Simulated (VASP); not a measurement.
# CdSe (F-43m) in VASP: settings compared

Aim: see how the results for CdSe move with the level of theory and the settings. Levels: BLYP, PBE. Tasks: single point, relaxation of cell and atoms.

Everything below comes from runs of VASP 6.6.1. Logs are shortened: lines on timing, memory, paths and dates and some standing lists are left out, and cuts for length are marked.

## (1) The cell of the first run

It takes space group F-43m (No. 216, cubic). Conventional cell: a = 6.318 Å, b = 6.318 Å, c = 6.318 Å, α = 90.00°, β = 90.00°, γ = 90.00°. Cd (site symmetry -43m) has 4 Se at 2.74 Å within 3.6 Å. Within 3.6 Å of Se (site symmetry -43m) lie 4 Cd at 2.74 Å.

## (2) Single point, BLYP

Contents of INCAR:

```
  PREC = Accurate
  ENCUT = 520
  EDIFF = 1E-7
  ISMEAR = -1
  SIGMA = 0.05
  LREAL = False
  LASPH = True
  NELM = 100
  ALGO = Normal
  ISIF = 2
  LWAVE = False
  LCHARG = False
  GGA = B5
  ALDAX = 1.0
  AGGAX = 1.0
  AGGAC = 1.0
  ALDAC = 0.0
  NBANDS = 16
```

Contents of KPOINTS:

```
regular mesh
0
Gamma
  8 8 8
```

Contents of POSCAR:

```
CdSe
1.0
    0.0000000000      3.1592491182      3.1592491182
    3.1592491182      0.0000000000      3.1592491182
    3.1592491182      3.1592491182      0.0000000000
Cd Se
1 1
Direct
    0.0000000000      0.0000000000      0.0000000000
    0.2500000000      0.2500000000      0.2500000000
```

Potentials or basis: VASP PAW PBE potentials, release 64 (Cd, Se).

Command:

```sh
$ cat potpaw_PBE.64/Cd/POTCAR potpaw_PBE.64/Se/POTCAR > POTCAR
$ mpirun -np 1 vasp_std > vasp.out
```

OUTCAR:

```text
PREC = Accurate
   ENCUT = 520
   EDIFF = 1E-7
   ISMEAR = -1
   LREAL = False
   LASPH = True
   NELM = 100
   ISIF = 2
   GGA = B5

 ion  position               nearest neighbor table
   1  0.000  0.000  0.000-   2 2.74   2 2.74   2 2.74   2 2.74
   2  0.250  0.250  0.250-   1 2.74   1 2.74   1 2.74   1 2.74

  LATTYP: Found a face centered cubic cell.
 ALAT       =     6.3184982364

  Lattice vectors:

 A1 = (   0.0000000000,   3.1592491182,   3.1592491182)
 A2 = (   3.1592491182,   0.0000000000,   3.1592491182)
 A3 = (   3.1592491182,   3.1592491182,   0.0000000000)

Analysis of symmetry for initial positions (statically):
=====================================================================
 Subroutine PRICEL returns:
 Original cell was already a primitive cell.

 Routine SETGRP: Setting up the symmetry group for a
 face centered cubic supercell.

 Subroutine GETGRP returns: Found 24 space group operations
 (whereof 24 operations were pure point group operations)
 out of a pool of 48 trial point group operations.

The static configuration has the point symmetry T_d .

Analysis of symmetry for dynamics (positions and initial velocities):
=====================================================================
 Subroutine PRICEL returns:
 Original cell was already a primitive cell.

 Routine SETGRP: Setting up the symmetry group for a
 face centered cubic supercell.

 Subroutine GETGRP returns: Found 24 space group operations
 (whereof 24 operations were pure point group operations)
 out of a pool of 48 trial point group operations.

The dynamic configuration has the point symmetry T_d .

 Subroutine INISYM returns: Found 24 space group operations
 (whereof 24 operations are pure point group operations),
 and found     1 'primitive' translations

----------------------------------------------------------------------------------------

                                     Primitive cell

  volume of cell :      63.0640

  direct lattice vectors                    reciprocal lattice vectors
     0.000000000  3.159249118  3.159249118    -0.158265455  0.158265455  0.158265455
     3.159249118  0.000000000  3.159249118     0.158265455 -0.158265455  0.158265455
     3.159249118  3.159249118  0.000000000     0.158265455  0.158265455 -0.158265455

  length of vectors
     4.467852950  4.467852950  4.467852950     0.274123810  0.274123810  0.274123810

[... 79 lines left out ...]
   NELM   =    100;   NELMIN=  2; NELMDL= -5     # of ELM steps
   EDIFF  = 0.1E-06   stopping-criterion for ELM
   LREAL  =      F    real-space projection
   EDIFFG = 0.1E-05   stopping-criterion for IOM
   NSW    =      0    number of steps for IOM
   IBRION =     -1    ionic relax: 0-MD 1-quasi-New 2-CG
   NFREE  =      0    steps in history (QN), initial steepest desc. (CG)
   ISIF   =      2    stress and relaxation
   ISYM   =      2    0-nonsym 1-usesym 2-fastsym
   POTIM  = 0.5000    time-step for ionic-motion
   TEBEG  =    0.0;   TEEND  =   0.0 temperature during run
   PSTRESS=    0.0 pullay stress
   NELECT =      18.0000    total number of electrons
   NUPDOWN=      -1.0000    fix difference up-down
   EMIN   =  10.00;   EMAX   =-10.00  energy-range for DOS
   EFERMI =   0.00;   METHOD = LEGACY
   ISMEAR =    -1;   SIGMA  =   0.05  broadening in eV -4-tet -1-fermi 0-gaus
   EFERMI_NEDOS =   21; number of points for ismear=-14 and -15
   IALGO  =     38    algorithm
   IMIX   =      4    mixing-type and parameters
     AMIX     =   0.40;   BMIX     =  1.00
     AMIX_MAG =   1.60;   BMIX_MAG =  1.00
  volume/ion in A,a.u.               =      31.53       212.79
  Fermi-wavevector in a.u.,A,eV,Ry     =   1.077883  2.036904 15.807693  1.161833
  Thomas-Fermi vector in A             =   2.213807
   LORBIT       =      0    0 simple, 1 ext, 2 COOP (PROOUT), +10 PAW based schemes
   GGA     = B5    functional components
   LHFCALC =     F    Hartree Fock is set to
   AEXX    =    0.0000 exact exchange contribution
   IVDW    =     0    specifies the selected vdW correction
   LEPSILON=     F    determine dielectric tensor
   LRPA    =     F    only Hartree local field effects (RPA)
 non-spin polarized calculation
  energy-cutoff  :      520.00
  volume of cell :       63.06
 maximum number of plane-waves:      1724
 NGX is ok and might be reduce to    36
   NGX = 17   NGY = 17   NGZ = 17

 number of electron      18.0000004 magnetization

 Free energy of the ion-electron system (eV)
  ---------------------------------------------------
  ext. energy  EPLUGINS =         0.00000000
  ---------------------------------------------------
  free energy    TOTEN  =        -4.56200455 eV

  energy without entropy =       -4.56181230  energy(sigma->0) =       -4.56190842

 E-fermi :   0.6791     XC(G=0):  -7.9197

 val. band max:        0.4770412449   @ k =   0.0000   0.0000   0.0000
 cond. band min:       0.7865622917   @ k =   0.0000   0.0000   0.0000
 fundamental gap:      0.3095210468
 Fermi energy:         0.6791331808

 k-point     1 :       0.0000    0.0000    0.0000
  band No.  band energies     occupation
      1     -11.5712      2.00000
      2      -7.1956      2.00000
      3      -7.1956      2.00000
      4      -7.1956      2.00000
      5      -6.9353      2.00000
      6      -6.9353      2.00000
[... 433 lines left out ...]
      3      -7.0860      2.00000
      4      -6.9468      2.00000
      5      -6.9230      2.00000
      6      -6.6591      2.00000
[... 8 lines left out ...]
     15      11.8980      0.00000
     16      12.7937      0.00000

 [... further k-points ...]

------------------------ aborting loop because EDIFF is reached ----------------------------------------

  FORCE on cell =-STRESS in cart. coord.  units (eV):
  Direction    XX          YY          ZZ          XY          YZ          ZX
  --------------------------------------------------------------------------------------
  -------------------------------------------------------------------------------------
  Total        0.1031809      0.1031809      0.1031809     -0.0000000      0.0000000     -0.0000000
  in kB        2.6213698      2.6213698      2.6213698     -0.0000000      0.0000000     -0.0000000
  external PRESSURE =       2.6213698 kB  Pullay stress =       0.0000000 kB

 VOLUME and BASIS-vectors are now :
 -----------------------------------------------------------------------------
  energy-cutoff  :      520.00
  volume of cell :       63.06
      direct lattice vectors                 reciprocal lattice vectors
     0.000000000  3.159249118  3.159249118    -0.158265455  0.158265455  0.158265455
     3.159249118  0.000000000  3.159249118     0.158265455 -0.158265455  0.158265455
     3.159249118  3.159249118  0.000000000     0.158265455  0.158265455 -0.158265455

 POSITION                                       TOTAL-FORCE (eV/Angst)
 -----------------------------------------------------------------------------------
      0.00000      0.00000      0.00000        -0.000000      0.000000      0.000000
      1.57962      1.57962      1.57962         0.000000     -0.000000     -0.000000
 -----------------------------------------------------------------------------------
    total drift:                                0.000001      0.000001      0.000001

  FREE ENERGIE OF THE ION-ELECTRON SYSTEM (eV)
  ---------------------------------------------------
  free  energy   TOTEN  =        -4.5620045461 eV

  energy  without entropy=       -4.5618123011  energy(sigma->0) =       -4.56190842
```

OSZICAR:

```text
N       E                     dE             d eps       ncg     rms          rms(c)
DAV:   1     0.105542865759E+03    0.10554E+03   -0.87834E+03   952   0.997E+02
DAV:   2    -0.717632808792E+00   -0.10626E+03   -0.10046E+03  1120   0.241E+02
DAV:   3    -0.502980163694E+01   -0.43122E+01   -0.43032E+01  1048   0.502E+01
DAV:   4    -0.505111696723E+01   -0.21315E-01   -0.21314E-01  1216   0.355E+00
DAV:   5    -0.505126792405E+01   -0.15096E-03   -0.15096E-03  1104   0.261E-01    0.452E+00
DAV:   6    -0.457868375018E+01    0.47258E+00   -0.78229E-01  1368   0.971E+00    0.378E+00
DAV:   7    -0.456143441243E+01    0.17249E-01   -0.13702E-01  1120   0.244E+00    0.184E+00
DAV:   8    -0.456183931894E+01   -0.40491E-03   -0.10812E-02  1024   0.121E+00    0.229E-01
DAV:   9    -0.456192721898E+01   -0.87900E-04   -0.11616E-03  1136   0.398E-01    0.519E-02
DAV:  10    -0.456198272566E+01   -0.55507E-04   -0.13205E-04  1144   0.126E-01    0.445E-02
DAV:  11    -0.456200499543E+01   -0.22270E-04   -0.36102E-05  1160   0.450E-02    0.144E-02
DAV:  12    -0.456200462840E+01    0.36703E-06   -0.16316E-06  1088   0.110E-02    0.405E-03
DAV:  13    -0.456200454613E+01    0.82272E-07   -0.33381E-07  1120   0.370E-03
   1 F= -.45620045E+01 E0= -.45619084E+01  d E =-.192245E-03
```

stdout:

```text
POSCAR found type information on POSCAR CdSe
 POSCAR found :  2 types and       2 ions
 scaLAPACK will be used
 -----------------------------------------------------------------------------
|                                                                             |
|                                                                             |
|     You enforced a specific xc type in the INCAR file but a different       |
|     I HOPE YOU KNOW WHAT YOU ARE DOING!                                     |
|                                                                             |
 -----------------------------------------------------------------------------

 LDA part: xc-table for (Slater(with rela. corr.)+VWN5), standard interpolation
 POSCAR, INCAR and KPOINTS ok, starting setup
 FFT: planning ... GRIDC
 FFT: planning ... GRID_SOFT
 FFT: planning ... GRID
 WAVECAR not read
 entering main loop
```

It took 26 s on 1 thread of Intel Xeon Platinum 8488C (Sapphire Rapids), shared host; peak memory 0.21 GiB.

Results:

| Item | Value |
| --- | --- |
| Free energy | -4.5620 eV |
| Pressure | 0.3 GPa |
| Band gap on the k mesh | 0.31 eV |

Caveat: the PAW data sets were made with another functional, which shifts forces and pressure a little.

## (3) Relaxation of cell and atoms, PBE

This run uses another cell than the first one, of 28.94 Å³/atom.

Contents of INCAR:

```
SYSTEM = CdSe
  PREC = Accurate
  ENCUT = 600
  EDIFF = 1E-6
  ISMEAR = -1
  SIGMA = 0.05
  LREAL = .FALSE.
  LASPH = .TRUE.
  NELM = 100
  ALGO = Normal
  ISIF = 3
  LWAVE = .FALSE.
  LCHARG = .FALSE.
  GGA = PE
  IBRION = 2
  NSW = 80
  EDIFFG = -0.01
```

Contents of KPOINTS:

```
Automatic mesh
0
G
  6 6 6
  0 0 0
```

Contents of POSCAR:

```
CdSe
1.0
    0.0000000000      3.0702711986      3.0702711986
    3.0702711986      0.0000000000      3.0702711986
    3.0702711986      3.0702711986      0.0000000000
Cd Se
1 1
Direct
    0.0000000000      0.0000000000      0.0000000000
    0.2500000000      0.2500000000      0.2500000000
```

Potentials or basis: VASP PAW PBE potentials, release 64 (Cd, Se).

Command:

```sh
$ cat potpaw_PBE.64/Cd/POTCAR potpaw_PBE.64/Se/POTCAR > POTCAR
$ mpirun -np 1 vasp_std > vasp.out
```

It took 20 s on 1 thread of Intel Xeon Platinum 8488C (Sapphire Rapids), shared host; peak memory 0.21 GiB.

Results (log left out):

```yaml
Free_energy: -5.4950 eV
Relaxed_volume: 29.88 Å³/atom
Relaxed_cell: a = 4.388 Å, b = 4.388 Å, c = 4.388 Å, α = 60.00°, β = 60.00°, γ = 60.00°
Space_group_after_relaxing_to_0.1_Å: F-43m (No. 216)
Energy_gained_by_relaxing: 4.3 meV/atom
Ionic_steps: 3
Pressure_after_relaxing: 0.0 GPa
Band_gap_on_the_k_mesh: 0.48 eV
```

The path:
| step | energy change (eV) | largest force (eV/Å) | pressure (GPa) | volume (Å³) |
| --- | --- | --- | --- | --- |
| 1 | 0.0000 | 0.0000 | 1.54 | 57.88 |
| 2 | -0.0081 | 0.0000 | -0.36 | 60.24 |
| 3 | -0.0087 | 0.0000 | 0.01 | 59.75 |

Final structure:
```yaml
crystal:
  lattice:
    - [0.00000, 3.10293, 3.10293]
    - [3.10293, 0.00000, 3.10293]
    - [3.10293, 3.10293, 0.00000]
  atoms:
    - { symbol: Cd, position: [0.00000, 0.00000, 0.00000] }
    - { symbol: Se, position: [0.25000, 0.25000, 0.25000] }
```

Levels at points of the mesh, in eV from the valence-band top:
| k point | band 7 | band 8 | band 9 | band 10 | band 11 | band 12 |
| --- | --- | --- | --- | --- | --- | --- |
| (0.00, 0.00, 0.00) | 0.00 | 0.00 | 0.00 | 0.48 | 5.92 | 5.92 |
| (0.50, 0.00, 0.00) | -4.05 | -0.67 | -0.67 | 2.31 | 6.42 | 6.42 |
| (0.50, 0.50, 0.00) | -3.82 | -1.66 | -1.66 | 3.24 | 3.68 | 8.84 |

## (4) Relaxation of cell and atoms, PBE

This run uses another cell than the first one, of 28.94 Å³/atom.

Contents of INCAR:

```
ALGO = Normal
EDIFF = 1E-6
EDIFFG = -0.01
ENCUT = 600
GGA = PE
IBRION = 2
ISIF = 3
ISMEAR = -1
LASPH = True
LCHARG = False
LREAL = False
LWAVE = False
NELM = 60
NSW = 80
PREC = Accurate
SIGMA = 0.05
```

Contents of KPOINTS:

```
k-points
0
Gamma
  8 8 8
```

POSCAR is that of step 3.

Command:

```sh
$ cat potpaw_PBE.64/Cd/POTCAR potpaw_PBE.64/Se/POTCAR > POTCAR
$ mpirun -np 1 vasp_std > vasp.out
```

Wall time 30 s (1 thread of Intel Xeon Platinum 8488C (Sapphire Rapids), shared host); peak memory 0.22 GiB.

Results (log left out):

- Free energy: -5.4987 eV
- Relaxed volume: 29.87 Å³/atom
- Relaxed cell: a = 4.388 Å, b = 4.388 Å, c = 4.388 Å, α = 60.00°, β = 60.00°, γ = 60.00°
- Space group after relaxing (to 0.1 Å): F-43m (No. 216)
- Energy gained by relaxing: 4.3 meV/atom
- Ionic steps: 3
- Pressure after relaxing: 0.0 GPa
- Band gap on the k mesh: 0.48 eV

Step by step:
```tsv
step	energy change (eV)	largest force (eV/Å)	pressure (GPa)	volume (Å³)
1	0.0000	0.0000	1.52	57.88
2	-0.0080	0.0000	-0.35	60.22
3	-0.0086	0.0000	0.01	59.74
```

Final structure:
```yaml
crystal:
  lattice:
    - [0.00000, 3.10271, 3.10271]
    - [3.10271, 0.00000, 3.10271]
    - [3.10271, 3.10271, 0.00000]
  atoms:
    - { symbol: Cd, position: [0.00000, 0.00000, 0.00000] }
    - { symbol: Se, position: [0.25000, 0.25000, 0.25000] }
```

Levels at points of the mesh, in eV from the valence-band top:
```tsv
k point	band 7	band 8	band 9	band 10	band 11	band 12
(0.00, 0.00, 0.00)	0.00	0.00	0.00	0.48	5.93	5.93
(0.50, 0.00, 0.00)	-4.05	-0.67	-0.67	2.31	6.42	6.42
(0.50, 0.50, 0.00)	-3.81	-1.66	-1.66	3.25	3.69	8.84
```

## (5) Summary

```tsv
task	level	cell	k mesh	cutoff (eV)	gap on the mesh (eV)	pressure (GPa)	relaxed volume (Å³/atom)
single point	BLYP	a = 4.468 Å, angles 60.0°, 2 atoms	8 × 8 × 8	520	0.31	0.3	-
relaxation of cell and atoms	PBE	relaxed from a = 4.342 Å, angles 60.0°, 2 atoms	6 × 6 × 6	600	0.48	0.0	29.88
relaxation of cell and atoms	PBE	relaxed from a = 4.342 Å, angles 60.0°, 2 atoms	8 × 8 × 8	600	0.48	0.0	29.87
```

Alike in all rows: potentials or basis VASP PAW PBE potentials, release 64 (Cd, Se); no spin polarisation; smearing fermi-dirac 0.05 eV.

Caveats: the PAW data sets were made with another functional, which shifts forces and pressure a little (at least some runs).

Total energies depend on the potentials used, so only differences within one code and one set of settings carry meaning.
